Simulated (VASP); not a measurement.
The system is Ti3Se.

```
CELL_PARAMETERS angstrom
3.19745 0.00000 0.00000
-1.59872 2.76907 0.00000
0.00000 0.00000 7.94275
ATOMIC_POSITIONS crystal
Ti 0.33333 0.66667 0.22710
Ti 0.33333 0.66667 0.77290
Ti 0.66667 0.33333 0.50000
Se 0.00000 0.00000 0.00000
```

Base run:

```yaml
Program: VASP 6.6.1
Functional: PBEsol
Potentials_or_basis: VASP PAW PBE potentials, release 64 (Ti_sv, Se)
Cutoff: 500 eV
k_mesh: 10 × 10 × 4
Occupations: fermi-dirac, width 0.1 eV
Spin: no spin polarisation
```

Its results: band gap on the k mesh zero (bands 21 and 22 overlap by 0.56 eV); pressure -4.2 GPa; largest force 0.069 eV/Å.

Q: The run is repeated on the same cell with these changes: k mesh from 10 × 10 × 4 to 3 × 3 × 1. What comes out?

A: Band gap on the k mesh zero (bands 21 and 22 overlap by 0.43 eV); pressure -2.9 GPa; largest force 0.261 eV/Å.

Caveats: some runs use coarse meshes; the PAW data sets were made with another functional, which shifts forces and pressure a little; the cell stands under tension (at least some runs).
